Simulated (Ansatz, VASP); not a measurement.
**Be3OsC2 in VASP and in Ansatz**

Contents of INCAR:

```
PREC = Accurate
ENCUT = 600
EDIFF = 1E-6
ISMEAR = 0
SIGMA = 0.1
LREAL = False
LASPH = True
NELM = 100
ALGO = Normal
ISIF = 3
LWAVE = False
LCHARG = False
GGA = PE
IBRION = 2
NSW = 90
EDIFFG = -0.04
```

The input KPOINTS:

```
regular mesh
0
Gamma
  4 4 6
```

File POSCAR:

```
Be3OsC2
1.0
    2.2634108200     -3.7852666600      0.0000000000
    2.2634108200      3.7852666600      0.0000000000
    0.0000000000      0.0000000000      3.5391391300
Be Os C
3 1 2
Direct
    0.1610669000      0.8389331000      0.0000000000
    0.8389331000      0.1610669000      0.0000000000
    0.0000000000      0.0000000000      0.5000000000
    0.5000000000      0.5000000000      0.0000000000
    0.0000000000      0.5000000000      0.5000000000
    0.5000000000      0.0000000000      0.5000000000
```

Input for Ansatz:

```yaml
crystal:
  lattice:
    - [2.26341082, -3.78526666, 0.0]
    - [2.26341082, 3.78526666, 0.0]
    - [0.0, 0.0, 3.53913913]
  atoms:
    - { symbol: Be, position: [0.1610669, 0.8389331, 0.0] }
    - { symbol: Be, position: [0.8389331, 0.1610669, 0.0] }
    - { symbol: Be, position: [0.0, 0.0, 0.5] }
    - { symbol: Os, position: [0.5, 0.5, 0.0] }
    - { symbol: C, position: [0.0, 0.5, 0.5] }
    - { symbol: C, position: [0.5, 0.0, 0.5] }
basis:
  ecutwfc: 420
kpoints:
  mp_grid: { grid: [4, 4, 6] }
hamiltonian:
  xc: pbe
scf:
  occupations: { method: gaussian, width: 0.1 }
  lower_state_search: "off"
output:
  forces: true
  stress: true
  eigenvalues: true
relax:
  adjacent_minimum: "off"
  f_tol: 0.04
  max_steps: 70
  cell: { stress_tol: 0.4 }
```

Change from the starting cell: species swapped into the CeAl2Cu3 type (Cmmm, No. 65).

Alike in both runs: task relaxation of cell and atoms; functional PBE; k mesh 4 × 4 × 6; occupations gaussian, width 0.1 eV; no spin polarisation.

|  | VASP | Ansatz |
| --- | --- | --- |
| version | VASP 6.6.1 | Ansatz 0.2.0 |
| potentials or method | VASP PAW PBE potentials, release 64 (Be, Os, C), cutoff 600 eV | scalar-relativistic, plane waves, PAW |
| valence electrons in the cell | 22 | 30 |

VASP gave:

* gap on the k mesh at the Fermi level, each at its own relaxed structure (eV): none
* relaxed volume (Å³/atom): 8.12
* relaxed cell length with the largest relative difference (Å): 2.973

What did Ansatz give for the same quantities?

gap on the k mesh at the Fermi level, each at its own relaxed structure (eV): none; relaxed volume (Å³/atom): 8.11; relaxed cell length with the largest relative difference (Å): 2.966.

A gap of «none» marks a metal or a gap that the smearing closes. VASP's potentials hold 22 valence electrons a cell and Ansatz's 30, so a difference there can come from the potentials and not from the codes.

The k mesh is coarse, so the values compare programs but aren't converged. Spin-orbit coupling is off throughout. Noted on VASP's run: the volume moved by over 15 % at a fixed basis, so the end points are rough.
